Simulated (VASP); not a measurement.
A run of VASP 6.6.1:

File INCAR:

```
PREC     = Accurate       # precision mode
ENCUT    = 600            # plane-wave cutoff, eV
EDIFF    = 1E-7           # SCF threshold, eV
ISMEAR   = -1             # smearing method
SIGMA    = 0.08           # smearing width, eV
LREAL    = F              # projectors in reciprocal space
LASPH    = T              # aspherical terms in the spheres
NELM     = 80             # most SCF steps
ALGO     = Normal         # electronic algorithm
ISIF     = 3              # what is computed and relaxed
LWAVE    = F              # write WAVECAR
LCHARG   = F              # write CHGCAR
GGA      = PE             # functional
IBRION   = 2              # ionic algorithm
NSW      = 60             # ionic steps
EDIFFG   = -0.005         # ionic threshold
PSTRESS  = 510.0
```

KPOINTS

```
Automatic mesh
0
Gamma
  16 16 14
```

File POSCAR:

```
TiC
1.0
    2.7415333954      0.0000000000      0.0000000000
   -1.3707666977      2.3742375657      0.0000000000
    0.0000000000      0.0000000000      2.6867027275
Ti C
1 1
Direct
    0.0000000000      0.0000000000      0.0000000000
    0.3333333333      0.6666666667      0.5000000000
```

Potentials or basis: VASP PAW PBE potentials, release 64 (Ti_sv, C).

Command:

```sh
$ cat potpaw_PBE.64/Ti_sv/POTCAR potpaw_PBE.64/C/POTCAR > POTCAR
$ mpirun -np 1 vasp_std > vasp.out
```

Hardware: 1 thread of Intel(R) Xeon(R) Platinum 8259CL CPU @ 2.50GHz (Skylake/Cascade Lake) (shared host).

How long does it take, and how much memory?

Run time: 4.8 min on 1 thread of Intel(R) Xeon(R) Platinum 8259CL CPU @ 2.50GHz (Skylake/Cascade Lake), on a shared host, peak memory 0.21 GiB. Counts: scf iterations 82, k points 240, ion steps 9.
